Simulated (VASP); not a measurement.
# CsPbCl3 (a cell with a defect) in VASP: single point with PBEsol

Aim: the single point of CsPbCl3 (a cell with a defect) with PBEsol.

Program: VASP 6.6.1. These are calculated values, not measurements. Logs are shortened: lines on timing, memory, paths and dates and some standing lists are left out, and cuts for length are marked.

## (1) The cell of the first run

The cell holds a defect, 40 atoms: a = 11.234 Å, b = 11.234 Å, c = 11.234 Å, α = 90.00°, β = 90.00°, γ = 90.00°.

## (2) Single point, PBEsol

Contents of INCAR:

```
PREC = Accurate
ENCUT = 400
EDIFF = 1E-6
ISMEAR = -1
SIGMA = 0.05
LREAL = Auto
LASPH = True
NELM = 120
ALGO = Normal
ISIF = 2
LWAVE = False
LCHARG = False
GGA = PS
ISYM = -1
NBANDS = 202
GGA_COMPAT = False
```

Contents of KPOINTS:

```
explicit points
1
Reciprocal
  0.25000000   0.25000000   0.25000000 1
```

Contents of POSCAR:

```
CsPbCl3
1.0
   11.2343380000      0.0000000000      0.0000000000
    0.0000000000     11.2343380000      0.0000000000
    0.0000000000      0.0000000000     11.2343380000
Cl Cs Pb
24 8 8
Direct
    0.2245360000      0.0722080000      0.0000160000
    0.2099620000      0.3871910000      0.0004410000
    0.2684300000      0.7046690000      0.0005240000
    0.2512890000      0.7438030000      0.5005830000
    0.7524540000      0.2690940000      0.0001360000
    0.6510030000      0.2572370000      0.5001960000
    0.7199530000      0.7392940000      0.0005470000
    0.7599910000      0.7499480000      0.5004500000
    0.9809440000      0.2496610000      0.3053860000
    0.9819490000      0.2498730000      0.6958180000
    0.0010090000      0.7154860000      0.2567680000
    0.0013530000      0.7173490000      0.7432220000
    0.4717550000      0.2405780000      0.2038930000
    0.4724650000      0.2418920000      0.7945290000
    0.5018280000      0.7460100000      0.2621750000
    0.5021840000      0.7457870000      0.7385670000
    0.2557160000      0.0083630000      0.3197920000
    0.2565800000      0.0101590000      0.6799420000
    0.2642090000      0.4845980000      0.3082180000
    0.2638310000      0.4862400000      0.6931800000
    0.7251050000      0.0011180000      0.2660730000
    0.7251850000      0.0016620000      0.7347840000
    0.7321890000      0.5021690000      0.2559350000
    0.7345710000      0.5026730000      0.7437700000
    0.0043180000      0.9759790000      0.5005370000
    0.9493760000      0.5298880000      0.9998020000
    0.0035010000      0.5108430000      0.5007670000
    0.5325890000      0.0022830000      0.0003000000
    0.5114320000      0.9461460000      0.5003560000
    0.5042470000      0.4937300000      0.0004340000
    0.5210400000      0.5505790000      0.5005530000
    0.3447390000      0.2520730000      0.4999430000
    0.2215950000      0.2262310000      0.1889370000
    0.2221590000      0.2270550000      0.8114830000
    0.2502110000      0.7311420000      0.2517880000
    0.2505150000      0.7321080000      0.7492130000
    0.7352310000      0.2500260000      0.2548290000
    0.7357730000      0.2505120000      0.7460800000
    0.7517190000      0.7522080000      0.2484540000
    0.7520890000      0.7529590000      0.7527230000
```

Potentials or basis: VASP PAW PBE potentials, release 64 (Cl, Cs_sv, Pb_d).

On the command line:

```console
$ cat potpaw_PBE.64/Cl/POTCAR potpaw_PBE.64/Cs_sv/POTCAR potpaw_PBE.64/Pb_d/POTCAR > POTCAR
$ mpirun -np 1 vasp_std > vasp.out
```

OUTCAR:

```text
PREC = Accurate
   ENCUT = 400
   EDIFF = 1E-6
   ISMEAR = -1
   LREAL = Auto
   LASPH = True
   NELM = 120
   ISIF = 2
   GGA = PS
   ISYM = -1

 ion  position               nearest neighbor table
   1  0.225  0.072  0.000-  33 2.74  34 2.74
   2  0.210  0.387  0.000-  34 2.79  33 2.79
   3  0.268  0.705  0.001-  35 2.85  36 2.85
   4  0.251  0.744  0.501-  36 2.80  35 2.80
   5  0.752  0.269  0.000-  38 2.87  37 2.88
   6  0.651  0.257  0.500-  37 2.92  38 2.92
[... 16 lines left out ...]
  23  0.732  0.502  0.256-  39 2.82  37 2.83
  24  0.735  0.503  0.744-  40 2.82  38 2.83
  25  0.004  0.976  0.501-
  26  0.949  0.530  1.000-
  27  0.004  0.511  0.501-
  28  0.533  0.002  0.000-
  29  0.511  0.946  0.500-
  30  0.504  0.494  0.000-
  31  0.521  0.551  0.501-
  32  0.345  0.252  0.500-
  33  0.222  0.226  0.189-   1 2.74   2 2.79  13 2.82  17 2.88   9 3.01  19 3.23
  34  0.222  0.227  0.811-   1 2.74   2 2.79  14 2.82  18 2.88  10 3.01  20 3.23
  35  0.250  0.731  0.252-   4 2.80  11 2.81  15 2.83  19 2.85   3 2.85  17 3.21
  36  0.251  0.732  0.749-   4 2.80  12 2.80  16 2.83  20 2.84   3 2.85  18 3.22
  37  0.735  0.250  0.255-  21 2.80   9 2.82  23 2.83   5 2.88   6 2.92  13 3.02
  38  0.736  0.251  0.746-  22 2.80  10 2.82  24 2.83   5 2.87   6 2.92  14 3.01
  39  0.752  0.752  0.248-   7 2.81  15 2.81  23 2.82  21 2.82  11 2.83   8 2.83
  40  0.752  0.753  0.753-   7 2.81  16 2.81  22 2.82  24 2.82  12 2.83   8 2.84

IMPORTANT INFORMATION: All symmetrisations will be switched off!
NOSYMM: (Re-)initialisation of all symmetry stuff for point group C_1.

----------------------------------------------------------------------------------------

                                     Primitive cell

  volume of cell :    1417.8897

  direct lattice vectors                    reciprocal lattice vectors
    11.234338000  0.000000000  0.000000000     0.089012811  0.000000000  0.000000000
     0.000000000 11.234338000  0.000000000     0.000000000  0.089012811  0.000000000
     0.000000000  0.000000000 11.234338000     0.000000000  0.000000000  0.089012811

  length of vectors
    11.234338000 11.234338000 11.234338000     0.089012811  0.089012811  0.089012811

  position of ions in fractional coordinates (direct lattice)
     0.224536000  0.072208000  0.000016000
     0.209962000  0.387191000  0.000441000
     0.268430000  0.704669000  0.000524000
     0.251289000  0.743803000  0.500583000
     0.752454000  0.269094000  0.000136000
     0.651003000  0.257237000  0.500196000
[... 32 lines left out ...]
     0.751719000  0.752208000  0.248454000
     0.752089000  0.752959000  0.752723000

  ion indices of the primitive-cell ions
   primitive index   ion index
                 1           1
                 2           2
                 3           3
                 4           4
                 5           5
                 6           6
[... 32 lines left out ...]
                39          39
                40          40

----------------------------------------------------------------------------------------

 KPOINTS: explicit points

Read explicit list of k-points.

 Found      1 k-points:

 Following reciprocal coordinates:
            Coordinates               Weight
  0.250000  0.250000  0.250000      1.000000
   k-points           NKPTS =      1   k-points in BZ     NKDIM =      1   number of bands    NBANDS=    202
   number of dos      NEDOS =    301   number of ions     NIONS =     40
   total plane-waves  NPLWV = 512000
   dimension x,y,z NGX =    80 NGY =   80 NGZ =   80
   dimension x,y,z NGXF=   160 NGYF=  160 NGZF=  160
   ions per type =              24   8   8
   NGX,Y,Z   is equivalent  to a cutoff of  11.84, 11.84, 11.84 a.u.
   NGXF,Y,Z  is equivalent  to a cutoff of  23.68, 23.68, 23.68 a.u.
 SYSTEM =  unknown system
   PREC   = accura    normal or accurate (medium, high low for compatibility)
   ISTART =      0    job   : 0-new  1-cont  2-samecut
   ICHARG =      2    charge: 1-file 2-atom 10-const
   ISPIN  =      1    spin polarized calculation?
   LNONCOLLINEAR =      F non collinear calculations
   LSORBIT =      F    spin-orbit coupling
   LASPH  =      T    aspherical Exc in radial PAW
   ENCUT  =  400.0 eV  29.40 Ry    5.42 a.u.  18.32 18.32 18.32*2*pi/ulx,y,z
   NELM   =    120;   NELMIN=  2; NELMDL= -5     # of ELM steps
   EDIFF  = 0.1E-05   stopping-criterion for ELM
   LREAL  =      T    real-space projection
   EDIFFG = 0.1E-04   stopping-criterion for IOM
   NSW    =      0    number of steps for IOM
   IBRION =     -1    ionic relax: 0-MD 1-quasi-New 2-CG
   NFREE  =      0    steps in history (QN), initial steepest desc. (CG)
   ISIF   =      2    stress and relaxation
   ISYM   =     -1    0-nonsym 1-usesym 2-fastsym
   POTIM  = 0.5000    time-step for ionic-motion
   TEBEG  =    0.0;   TEEND  =   0.0 temperature during run
   PSTRESS=    0.0 pullay stress
   NELECT =     352.0000    total number of electrons
   NUPDOWN=      -1.0000    fix difference up-down
   EMIN   =  10.00;   EMAX   =-10.00  energy-range for DOS
   EFERMI =   0.00;   METHOD = LEGACY
   ISMEAR =    -1;   SIGMA  =   0.05  broadening in eV -4-tet -1-fermi 0-gaus
   EFERMI_NEDOS =   21; number of points for ismear=-14 and -15
   IALGO  =     38    algorithm
   IMIX   =      4    mixing-type and parameters
     AMIX     =   0.40;   BMIX     =  1.00
     AMIX_MAG =   1.60;   BMIX_MAG =  1.00
  volume/ion in A,a.u.               =      35.45       239.21
  Fermi-wavevector in a.u.,A,eV,Ry     =   1.028904  1.944347 14.403721  1.058644
  Thomas-Fermi vector in A             =   2.162924
   LORBIT       =      0    0 simple, 1 ext, 2 COOP (PROOUT), +10 PAW based schemes
   GGA     = PS    functional components
   LHFCALC =     F    Hartree Fock is set to
   AEXX    =    0.0000 exact exchange contribution
   IVDW    =     0    specifies the selected vdW correction
   LEPSILON=     F    determine dielectric tensor
   LRPA    =     F    only Hartree local field effects (RPA)
 non-spin polarized calculation
  energy-cutoff  :      400.00
  volume of cell :     1417.89
 maximum number of plane-waves:     25731
 NGX is ok and might be reduce to    80
   NGX = 37   NGY = 37   NGZ = 37

 number of electron     351.9999981 magnetization

 Free energy of the ion-electron system (eV)
  ---------------------------------------------------
  ext. energy  EPLUGINS =         0.00000000
  ---------------------------------------------------
  free energy    TOTEN  =      -146.36766723 eV

  energy without entropy =     -146.36766723  energy(sigma->0) =     -146.36766723

 E-fermi :   1.6237     XC(G=0):  -7.9256

 val. band max:        0.3960679982   @ k =   0.2500   0.2500   0.2500
 cond. band min:       3.7640591566   @ k =   0.2500   0.2500   0.2500
 fundamental gap:      3.3679911584
 Fermi energy:         1.6236944212

 k-point     1 :       0.2500    0.2500    0.2500
  band No.  band energies     occupation
      1     -20.0417      2.00000
      2     -19.5094      2.00000
      3     -19.5046      2.00000
      4     -19.5005      2.00000
      5     -19.4897      2.00000
      6     -19.4451      2.00000
[... 180 lines left out ...]
    187       4.5243      0.00000
    188       4.7990      0.00000
 [bands above 188 left out]

------------------------ aborting loop because EDIFF is reached ----------------------------------------

  FORCE on cell =-STRESS in cart. coord.  units (eV):
  Direction    XX          YY          ZZ          XY          YZ          ZX
  --------------------------------------------------------------------------------------
  -------------------------------------------------------------------------------------
  Total       -3.8220353     -2.9008320     -1.5640417     -0.8510922     -0.0110783     -0.0940113
  in kB       -4.3187972     -3.2778623     -1.7673252     -0.9617113     -0.0125182     -0.1062303
  external PRESSURE =      -3.1213282 kB  Pullay stress =       0.0000000 kB

 VOLUME and BASIS-vectors are now :
 -----------------------------------------------------------------------------
  energy-cutoff  :      400.00
  volume of cell :     1417.89
      direct lattice vectors                 reciprocal lattice vectors
    11.234338000  0.000000000  0.000000000     0.089012811  0.000000000  0.000000000
     0.000000000 11.234338000  0.000000000     0.000000000  0.089012811  0.000000000
     0.000000000  0.000000000 11.234338000     0.000000000  0.000000000  0.089012811

 POSITION                                       TOTAL-FORCE (eV/Angst)
 -----------------------------------------------------------------------------------
      2.52251      0.81121      0.00018        -0.003833      0.008282      0.000407
      2.35878      4.34983      0.00495        -0.000950     -0.006341      0.000551
      3.01563      7.91649      0.00589         0.007555      0.011601      0.000347
      2.82307      8.35613      5.62372        -0.010395      0.002159     -0.000609
      8.45332      3.02309      0.00153         0.000834     -0.000708      0.000520
      7.31359      2.88989      5.61937        -0.017037     -0.003222     -0.000270
[... 32 lines left out ...]
      8.44507      8.45056      2.79122         0.002066     -0.004908      0.005659
      8.44922      8.45900      8.45634         0.001452     -0.005888     -0.004094
 -----------------------------------------------------------------------------------
    total drift:                                0.003737     -0.004708     -0.001526

  FREE ENERGIE OF THE ION-ELECTRON SYSTEM (eV)
  ---------------------------------------------------
  free  energy   TOTEN  =      -146.3676672276 eV

  energy  without entropy=     -146.3676672275  energy(sigma->0) =     -146.36766723
```

It took 7.8 min on 1 thread of Intel Xeon Platinum 8259CL at 2.50GHz (Skylake/Cascade Lake), shared host; peak memory 1 GiB.

Results:

| Property | Result |
| --- | --- |
| Free energy | -146.3677 eV |
| Pressure | -0.3 GPa |
| Largest force | 0.018 eV/Å |
| Band gap on the k mesh | 3.37 eV |

Forces in eV/Å, atoms in the order of the input:
```
Cl  -0.004  0.008  0.000
Cl  -0.001 -0.006  0.001
Cl   0.008  0.012  0.000
Cl  -0.010  0.002 -0.001
Cl   0.001 -0.001  0.001
Cl  -0.017 -0.003  0.000
Cl  -0.005  0.009 -0.001
Cl   0.005 -0.003  0.001
Cl   0.004 -0.002  0.007
Cl   0.003 -0.003 -0.006
Cl  -0.005  0.006  0.001
Cl  -0.005  0.005  0.000
Cl   0.009  0.003  0.001
Cl   0.008  0.003  0.002
Cl   0.004  0.002 -0.006
Cl   0.004  0.003  0.007
Cl   0.000  0.001 -0.004
Cl   0.000 -0.001  0.005
Cl   0.001  0.001 -0.003
Cl   0.000  0.000  0.002
Cl   0.005  0.003  0.001
Cl   0.004  0.003 -0.001
Cl  -0.002 -0.002 -0.003
Cl  -0.003 -0.003  0.002
Cs  -0.010  0.004 -0.001
Cs  -0.004 -0.018  0.000
Cs  -0.004  0.002 -0.001
Cs  -0.003 -0.007 -0.002
Cs   0.008  0.005  0.000
Cs   0.005  0.001  0.000
Cs   0.004 -0.005  0.000
Cs   0.000  0.001  0.001
Pb   0.001 -0.007 -0.005
Pb   0.001 -0.006  0.004
Pb   0.002 -0.002 -0.011
Pb   0.003  0.000  0.009
Pb  -0.005  0.002  0.002
Pb  -0.005  0.003 -0.003
Pb   0.002 -0.005  0.006
Pb   0.001 -0.006 -0.004
```

Levels at points of the mesh, in eV from the valence-band top:
```csv
k point,band 172,band 173,band 174,band 175,band 176,band 177,band 178,band 179,band 180,band 181
"(0.25, 0.25, 0.25)",-0.59,-0.46,-0.36,-0.31,0.00,3.37,3.49,3.55,3.63,3.73
```

Caveat: the PAW data sets were made with another functional, which shifts forces and pressure a little; spin-orbit coupling is left out, which moves the levels of the heavy elements.
